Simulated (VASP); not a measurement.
Set up this calculation in VASP 6.6.1, as the native input.

```yaml
Task: single point
Functional: PBE
Potentials_or_basis: VASP PAW PBE potentials, release 64 (Ti_sv, C)
Cutoff: 520 eV
k_mesh: 13 × 13 × 10
Occupations: fermi-dirac, width 0.05 eV
Spin: no spin polarisation
Dipole_correction: no
Further_INCAR_settings: ALGO = Normal; EDIFF = 1e-06; NBANDS = 24
```

The structure of TiC (rocksalt type) lies in POSCAR:

```
TiC
1.0
    2.1663639417      2.1663639417      0.0000000000
   -2.1663639417      2.1663639417      0.0000000000
    0.0000000000      0.0000000000      4.3327278835
Ti C
2 2
Direct
    0.0000000000      0.0000000000      0.0000000000
    0.5000000000      0.5000000000      0.5000000000
    0.5000000000      0.5000000000      0.0000000000
    0.0000000000      0.0000000000      0.5000000000
```

The input as run:

INCAR

```
PREC = Accurate
ENCUT = 520
EDIFF = 1E-6
ISMEAR = -1
SIGMA = 0.05
LREAL = False
LASPH = True
NELM = 80
ALGO = Normal
ISIF = 2
LWAVE = False
LCHARG = False
GGA = PE
NBANDS = 24
```

KPOINTS

```
Automatic mesh
0
Gamma
  13 13 10
```

Potentials or basis: VASP PAW PBE potentials, release 64 (Ti_sv, C).

Run with:

```sh
$ cat potpaw_PBE.64/Ti_sv/POTCAR potpaw_PBE.64/C/POTCAR > POTCAR
$ mpirun -np 1 vasp_std > vasp.out
```

It gave:

The pressure is 0.2 GPa and the band gap on the k mesh is zero (bands 16 and 17 overlap by 1.10 eV).

Wall time 3.9 min on 1 thread of Intel Xeon 8259CL (shared host), peak memory 0.26 GiB.
